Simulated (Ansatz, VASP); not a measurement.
# SiC in VASP and in Ansatz

```xyz
2
Lattice="3.0913 0.0000 0.0000 -1.5456 2.6771 0.0000 0.0000 0.0000 23.8000" Properties=species:S:1:pos:R:3 pbc="T T T"
Si    0.0000    1.7847    7.0000
C     1.5456    0.8924    7.0000
```

Alike in both runs: functional PBE; dispersion D3(BJ); k mesh 12 × 12 × 1; occupations gaussian, width 0.03 eV; no spin polarisation.

Ansatz relaxed the structure, and its values are those at the end. VASP's run is a single point on that final structure, the one shown.

|  | VASP | Ansatz |
| --- | --- | --- |
| version | VASP 6.6.1 | Ansatz 0.2.0 |
| potentials or method | VASP PAW PBE potentials, release 64 (Si, C), cutoff 520 eV | scalar-relativistic, plane waves, PAW |
| valence electrons in the cell | 8 | 8 |

|  | VASP | Ansatz | Ansatz less VASP |
| --- | --- | --- | --- |
| gap on the k mesh at the Fermi level (eV) | 2.55 | 2.55 | +0.008 |
| least direct gap on the mesh (eV) | 2.57 | 2.57 | +0.008 |

Ansatz's warnings: slab cell height set, structure snapped to symmetry, xc potential rough in thin density.
